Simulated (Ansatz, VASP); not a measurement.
# B in VASP and in Ansatz

```
CELL_PARAMETERS angstrom
2.43806 1.40762 4.16623
-2.43806 1.40762 4.16623
0.00000 -2.81523 4.16623
ATOMIC_POSITIONS crystal
B 0.01061 0.65383 0.01061
B 0.01061 0.01061 0.65383
B 0.65383 0.01061 0.01061
B 0.34617 0.98939 0.98939
B 0.98939 0.34617 0.98939
B 0.98939 0.98939 0.34617
B 0.22160 0.62980 0.22160
B 0.22160 0.22160 0.62980
B 0.62980 0.22160 0.22160
B 0.37020 0.77840 0.77840
B 0.77840 0.37020 0.77840
B 0.77840 0.77840 0.37020
```

Alike in both runs: functional PBEsol; k mesh 9 × 9 × 9; occupations gaussian, width 0.02 eV; no spin polarisation.

Ansatz relaxed the structure, and its values are those at the end. VASP's run is a single point on that final structure, the one shown.

|  | VASP | Ansatz |
| --- | --- | --- |
| version | VASP 6.6.1 | Ansatz 0.2.0 |
| potentials or method | VASP PAW PBE potentials, release 64 (B), cutoff 500 eV | scalar-relativistic, plane waves, PAW |
| valence electrons in the cell | 36 | 36 |

Ansatz gave:

* gap on the k mesh at the Fermi level (eV): 1.35
* least direct gap on the mesh (eV): 1.68
* pressure (GPa): 0.0
* rms of the force components (eV/Å): 0.000

Which values does VASP return?

gap on the k mesh at the Fermi level (eV): 1.35; least direct gap on the mesh (eV): 1.67; pressure (GPa): 0.4; rms of the force components (eV/Å): 0.016.

VASP's potentials were made for PBE, not for PBEsol, and Ansatz warns of the same on its side.
